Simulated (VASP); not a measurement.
The system is TePb.

```
Te Pb
1.0
     0.00000    3.23100    3.23100
     3.23100    0.00000    3.23100
     3.23100    3.23100    0.00000
Te Pb
1 1
Cartesian
  3.2310 3.2310 3.2310
  0.0000 0.0000 0.0000
```

* Program: VASP 6.6.1
* Task: relaxation of cell and atoms
* Functional: LDA
* Potentials or basis: VASP PAW LDA potentials, release 64 (Te, Pb_d)
* Cutoff: 600 eV
* k mesh: 10 × 10 × 10
* Occupations: gaussian, width 0.01 eV
* Spin: no spin polarisation

At the start: pressure -1.6 GPa; volume 33.73 Å³/atom.

Task: Where does the relaxation end?

Result: Over 14 steps the energy falls by 6.2 meV/atom and the volume is 32.54 Å³/atom (-3.5 %); space group Fm-3m (No. 225, to 0.1 Å) before and after.

Step by step:
| step | energy change (eV) | largest force (eV/Å) | pressure (GPa) | volume (Å³) |
| --- | --- | --- | --- | --- |
| 1 | 0.0000 | 0.0000 | -1.63 | 67.46 |
| 2 | -0.0105 | 0.0000 | 0.71 | 64.17 |
| 3 | -0.0125 | 0.0000 | -0.01 | 65.08 |
| 4 | -0.0125 | 0.0000 | 0.01 | 65.03 |
| 5 | -0.0125 | 0.0000 | 0.03 | 65.05 |
| 6 | -0.0125 | 0.0000 | 0.01 | 65.10 |
| 7 | -0.0125 | 0.0000 | -0.02 | 65.12 |
| 8 | -0.0125 | 0.0000 | -0.03 | 65.10 |
| 9 | -0.0125 | 0.0000 | -0.04 | 65.10 |
| 10 | -0.0125 | 0.0000 | -0.02 | 65.09 |
| 11 | -0.0125 | 0.0000 | -0.03 | 65.09 |
| 12 | -0.0125 | 0.0000 | -0.01 | 65.08 |
| 13 | -0.0125 | 0.0000 | -0.02 | 65.08 |
| 14 | -0.0125 | 0.0000 | 0.00 | 65.07 |

Final structure:
```xyz
2
Lattice="0.0000 3.1924 3.1924 3.1924 0.0000 3.1924 3.1924 3.1924 0.0000" Properties=species:S:1:pos:R:3 pbc="T T T"
Te    3.1924    3.1924    3.1924
Pb    0.0000    0.0000    0.0000
```
